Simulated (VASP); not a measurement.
# NaF in VASP: a series of runs, part 2 of 2

VASP 6.6.1. Earlier steps stand in the parts before.

## 4. Single point, PBE (shear xy strain +1.8%)

INCAR reads:

```
SYSTEM = NaF
PREC = Accurate ; ENCUT = 520
EDIFF = 1E-7 ; ISMEAR = -1
SIGMA = 0.02 ; LREAL = .FALSE.
LASPH = .TRUE. ; NELM = 80
ALGO = Normal ; ISIF = 2
LWAVE = .FALSE. ; LCHARG = .FALSE.
GGA = PE ; NBANDS = 14
```

KPOINTS reads:

```
Automatic mesh
0
G
  10 10 10
  0 0 0
```

POSCAR reads:

```
NaF
1.0
    0.0205596543      2.2971680799      2.2971680799
    2.2971680799      0.0205596543      2.2971680799
    2.3177277343      2.3177277343      0.0000000001
Na F
1 1
Direct
    0.0000000000      0.0000000000      0.0000000000
    0.5000000000      0.5000000000      0.5000000000
```

Potentials or basis: VASP PAW PBE potentials, release 64 (Na_pv, F).

Command:

```sh
$ cat potpaw_PBE.64/Na_pv/POTCAR potpaw_PBE.64/F/POTCAR > POTCAR
$ mpirun -np 1 vasp_std > vasp.out
```

OUTCAR:

```text
SYSTEM = NaF
   PREC = Accurate
   ENCUT = 520
   EDIFF = 1E-7
   ISMEAR = -1
   LREAL = .FALSE.
   LASPH = .TRUE.
   NELM = 80
   ISIF = 2
   GGA = PE

 ion  position               nearest neighbor table
   1  0.000  0.000  0.000-   2 2.30   2 2.30   2 2.30   2 2.30   2 2.30   2 2.30
   2  0.500  0.500  0.500-   1 2.30   1 2.30   1 2.30   1 2.30   1 2.30   1 2.30

  LATTYP: Found a body centered orthorhombic cell.
 ALAT       =     3.2196105117
 B/A-ratio  =     1.0180616518
 C/A-ratio  =     1.4269850788

  Lattice vectors:

 A1 = (   2.2971680800,   0.0205596544,  -2.2971680798)
 A2 = (  -2.2971680799,  -0.0205596543,  -2.2971680799)
 A3 = (   0.0205596543,   2.2971680799,   2.2971680799)

Analysis of symmetry for initial positions (statically):
=====================================================================
 Subroutine PRICEL returns:
 Original cell was already a primitive cell.

 Routine SETGRP: Setting up the symmetry group for a
 body centered orthorhombic supercell.

 Subroutine GETGRP returns: Found  8 space group operations
 (whereof  8 operations were pure point group operations)
 out of a pool of  8 trial point group operations.

The static configuration has the point symmetry D_2h.

Analysis of symmetry for dynamics (positions and initial velocities):
=====================================================================
 Subroutine PRICEL returns:
 Original cell was already a primitive cell.

 Routine SETGRP: Setting up the symmetry group for a
 body centered orthorhombic supercell.

 Subroutine GETGRP returns: Found  8 space group operations
 (whereof  8 operations were pure point group operations)
 out of a pool of  8 trial point group operations.

The dynamic configuration has the point symmetry D_2h.

 Subroutine INISYM returns: Found  8 space group operations
 (whereof  8 operations are pure point group operations),
 and found     1 'primitive' translations

----------------------------------------------------------------------------------------

                                     Primitive cell

  volume of cell :      24.2423

  direct lattice vectors                    reciprocal lattice vectors
     0.020559654  2.297168080  2.297168080    -0.219624945  0.219624945  0.217659302
     2.297168080  0.020559654  2.297168080     0.219624945 -0.219624945  0.217659302
     2.317727734  2.317727734  0.000000000     0.215728531  0.215728531 -0.217659302

  length of vectors
     3.248751310  3.248751310  3.277761996     0.379270094  0.379270094  0.374770823

  position of ions in fractional coordinates (direct lattice)
     0.000000000  0.000000000  0.000000000
     0.500000000  0.500000000  0.500000000

  ion indices of the primitive-cell ions
   primitive index   ion index
                 1           1
                 2           2

----------------------------------------------------------------------------------------

 KPOINTS: Automatic mesh

[... 26 lines left out ...]
  0.200000  0.000000  0.000000      4.000000
  0.300000  0.000000 -0.000000      4.000000
  0.400000  0.000000  0.000000      4.000000
  0.500000  0.000000  0.000000      2.000000
[... 16 lines left out ...]
  0.300000  0.300000  0.000000      2.000000
  0.400000  0.300000  0.000000      4.000000
 [... further k-points ...]
   k-points           NKPTS =    171   k-points in BZ     NKDIM =    171   number of bands    NBANDS=     14
   number of dos      NEDOS =    301   number of ions     NIONS =      2
   total plane-waves  NPLWV =  13824
   dimension x,y,z NGX =    24 NGY =   24 NGZ =   24
   dimension x,y,z NGXF=    48 NGYF=   48 NGZF=   48
   ions per type =               1   1
   NGX,Y,Z   is equivalent  to a cutoff of  12.28, 12.28, 12.17 a.u.
   NGXF,Y,Z  is equivalent  to a cutoff of  24.56, 24.56, 24.35 a.u.
 SYSTEM =  NaF
   PREC   = accura    normal or accurate (medium, high low for compatibility)
   ISTART =      0    job   : 0-new  1-cont  2-samecut
   ICHARG =      2    charge: 1-file 2-atom 10-const
   ISPIN  =      1    spin polarized calculation?
   LNONCOLLINEAR =      F non collinear calculations
   LSORBIT =      F    spin-orbit coupling
   LASPH  =      T    aspherical Exc in radial PAW
   ENCUT  =  520.0 eV  38.22 Ry    6.18 a.u.   6.04  6.04  6.09*2*pi/ulx,y,z
   NELM   =     80;   NELMIN=  2; NELMDL= -5     # of ELM steps
   EDIFF  = 0.1E-06   stopping-criterion for ELM
   LREAL  =      F    real-space projection
   EDIFFG = 0.1E-05   stopping-criterion for IOM
   NSW    =      0    number of steps for IOM
   IBRION =     -1    ionic relax: 0-MD 1-quasi-New 2-CG
   NFREE  =      0    steps in history (QN), initial steepest desc. (CG)
   ISIF   =      2    stress and relaxation
   ISYM   =      2    0-nonsym 1-usesym 2-fastsym
   POTIM  = 0.5000    time-step for ionic-motion
   TEBEG  =    0.0;   TEEND  =   0.0 temperature during run
   PSTRESS=    0.0 pullay stress
   NELECT =      14.0000    total number of electrons
   NUPDOWN=      -1.0000    fix difference up-down
   EMIN   =  10.00;   EMAX   =-10.00  energy-range for DOS
   EFERMI =   0.00;   METHOD = LEGACY
   ISMEAR =    -1;   SIGMA  =   0.02  broadening in eV -4-tet -1-fermi 0-gaus
   EFERMI_NEDOS =   21; number of points for ismear=-14 and -15
   IALGO  =     38    algorithm
   IMIX   =      4    mixing-type and parameters
     AMIX     =   0.40;   BMIX     =  1.00
     AMIX_MAG =   1.60;   BMIX_MAG =  1.00
  volume/ion in A,a.u.               =      12.12        81.80
  Fermi-wavevector in a.u.,A,eV,Ry     =   1.363305  2.576273 25.287792  1.858600
  Thomas-Fermi vector in A             =   2.489719
   LORBIT       =      0    0 simple, 1 ext, 2 COOP (PROOUT), +10 PAW based schemes
   GGA     = PE    functional components
   LHFCALC =     F    Hartree Fock is set to
   AEXX    =    0.0000 exact exchange contribution
   IVDW    =     0    specifies the selected vdW correction
   LEPSILON=     F    determine dielectric tensor
   LRPA    =     F    only Hartree local field effects (RPA)
 non-spin polarized calculation
  energy-cutoff  :      520.00
  volume of cell :       24.24
 maximum number of plane-waves:       666
   NGX = 13   NGY = 13   NGZ = 13

 number of electron      13.9999993 magnetization

 Free energy of the ion-electron system (eV)
  ---------------------------------------------------
  ext. energy  EPLUGINS =         0.00000000
  ---------------------------------------------------
  free energy    TOTEN  =        -8.54886631 eV

  energy without entropy =       -8.54886631  energy(sigma->0) =       -8.54886631

 E-fermi :  -1.4798     XC(G=0):  -9.2791

 val. band max:       -1.9433781823   @ k =   0.0000   0.0000   0.0000
 cond. band min:       4.4719679550   @ k =   0.0000   0.0000   0.0000
 fundamental gap:      6.4153461373
 Fermi energy:        -1.4798035840

 k-point     1 :       0.0000    0.0000    0.0000
  band No.  band energies     occupation
      1     -21.1865      2.00000
      2     -20.8416      2.00000
      3     -20.8404      2.00000
      4     -20.8392      2.00000
      5      -1.9928      2.00000
      6      -1.9690      2.00000
      7      -1.9434      2.00000
      8       4.4720      0.00000
      9      16.9734      0.00000
     10      17.1955      0.00000
     11      17.4170      0.00000
     12      20.1058      0.00000
     13      22.3158      0.00000
     14      22.3209      0.00000
[... 377 lines left out ...]
      1     -21.4123      2.00000
      2     -20.8929      2.00000
      3     -20.8838      2.00000
      4     -20.4841      2.00000
      5      -3.1788      2.00000
      6      -2.3409      2.00000
      7      -2.3334      2.00000
      8       8.8025      0.00000
      9      12.0089      0.00000
     10      15.0381      0.00000
     11      17.7757      0.00000
     12      18.1359      0.00000
     13      23.8635      0.00000
     14      24.9731      0.00000

 [... further k-points ...]

------------------------ aborting loop because EDIFF is reached ----------------------------------------

  FORCE on cell =-STRESS in cart. coord.  units (eV):
  Direction    XX          YY          ZZ          XY          YZ          ZX
  --------------------------------------------------------------------------------------
  -------------------------------------------------------------------------------------
  Total        0.5345138      0.5345138      0.5326229     -0.0729040     -0.0000000     -0.0000000
  in kB       35.3261224     35.3261224     35.2011504     -4.8182368     -0.0000000     -0.0000000
  external PRESSURE =      35.2844651 kB  Pullay stress =       0.0000000 kB

 VOLUME and BASIS-vectors are now :
 -----------------------------------------------------------------------------
  energy-cutoff  :      520.00
  volume of cell :       24.24
      direct lattice vectors                 reciprocal lattice vectors
     0.020559654  2.297168080  2.297168080    -0.219624945  0.219624945  0.217659302
     2.297168080  0.020559654  2.297168080     0.219624945 -0.219624945  0.217659302
     2.317727734  2.317727734  0.000000000     0.215728531  0.215728531 -0.217659302

 POSITION                                       TOTAL-FORCE (eV/Angst)
 -----------------------------------------------------------------------------------
      0.00000      0.00000      0.00000        -0.000000      0.000000     -0.000000
      2.31773      2.31773      2.29717         0.000000     -0.000000      0.000000
 -----------------------------------------------------------------------------------
    total drift:                                0.000000     -0.000000      0.000000

  FREE ENERGIE OF THE ION-ELECTRON SYSTEM (eV)
  ---------------------------------------------------
  free  energy   TOTEN  =        -8.5488663097 eV

  energy  without entropy=       -8.5488663097  energy(sigma->0) =       -8.54886631
```

OSZICAR:

```text
N       E                     dE             d eps       ncg     rms          rms(c)
DAV:   1     0.105049230636E+03    0.10505E+03   -0.78004E+03  4898   0.123E+03
DAV:   2    -0.426328628681E+01   -0.10931E+03   -0.10201E+03  5202   0.340E+02
DAV:   3    -0.940049849272E+01   -0.51372E+01   -0.51275E+01  5910   0.667E+01
DAV:   4    -0.944080995196E+01   -0.40311E-01   -0.40309E-01  5406   0.631E+00
DAV:   5    -0.944120347093E+01   -0.39352E-03   -0.39352E-03  5988   0.628E-01    0.543E+00
DAV:   6    -0.855625364475E+01    0.88495E+00   -0.30392E+00  5738   0.150E+01    0.180E+00
DAV:   7    -0.854693346287E+01    0.93202E-02   -0.29774E-02  5034   0.205E+00    0.105E+00
DAV:   8    -0.854834453117E+01   -0.14111E-02   -0.27595E-02  5136   0.323E+00    0.146E-01
DAV:   9    -0.854893774733E+01   -0.59322E-03   -0.38987E-03  6228   0.589E-01    0.112E-01
DAV:  10    -0.854886611050E+01    0.71637E-04   -0.67795E-04  5208   0.318E-01    0.162E-02
DAV:  11    -0.854886594274E+01    0.16776E-06   -0.23490E-05  5808   0.618E-02    0.218E-03
DAV:  12    -0.854886636226E+01   -0.41952E-06   -0.11974E-06  5376   0.116E-02    0.197E-03
DAV:  13    -0.854886630973E+01    0.52536E-07   -0.28770E-07  5304   0.454E-03
   1 F= -.85488663E+01 E0= -.85488663E+01  d E =-.379447E-12
```

stdout:

```text
POSCAR found type information on POSCAR NaF
 POSCAR found :  2 types and       2 ions
 scaLAPACK will be used
 LDA part: xc-table for (Slater+PW92), standard interpolation
 POSCAR, INCAR and KPOINTS ok, starting setup
 FFT: planning ... GRIDC
 FFT: planning ... GRID_SOFT
 FFT: planning ... GRID
 WAVECAR not read
 entering main loop
```

Wall time 60 s (1 thread of Intel Xeon 8259CL, shared host); peak memory 0.17 GiB.

What came out:

| Property | Result |
| --- | --- |
| Free energy | -8.5489 eV |
| Pressure | 3.5 GPa |
| Band gap on the k mesh | 6.42 eV |

Caveat: the cell differs from its parent crystal (shear xy strain +1.8%); the cell stands under pressure.

## 5. The runs side by side

| level | cell | smearing | gap on the mesh (eV) | pressure (GPa) |
| --- | --- | --- | --- | --- |
| PBE | a = 3.276, b = 3.276, c = 3.332 Å, angles 59.4, 59.4, 61.1°, 2 atoms | fermi-dirac 0.02 eV | 6.21 | 1.3 |
| r2SCAN | a = 3.276, b = 3.276, c = 3.332 Å, angles 59.4, 59.4, 61.1°, 2 atoms | gaussian 0.01 eV | 7.08 | -2.5 |
| PBE | a = 3.249, b = 3.249, c = 3.278 Å, angles 59.7, 59.7, 59.4°, 2 atoms | fermi-dirac 0.02 eV | 6.42 | 3.5 |

Alike in all rows: task single point; potentials or basis VASP PAW PBE potentials, release 64 (Na_pv, F); no spin polarisation; k mesh 10 × 10 × 10; cutoff (eV) 520.

Caveats: the PAW data sets were made with another functional, which shifts forces and pressure a little (at least some runs); the cell stands under pressure (at least some runs).

Absolute energies hang on the potentials; compare differences alone.
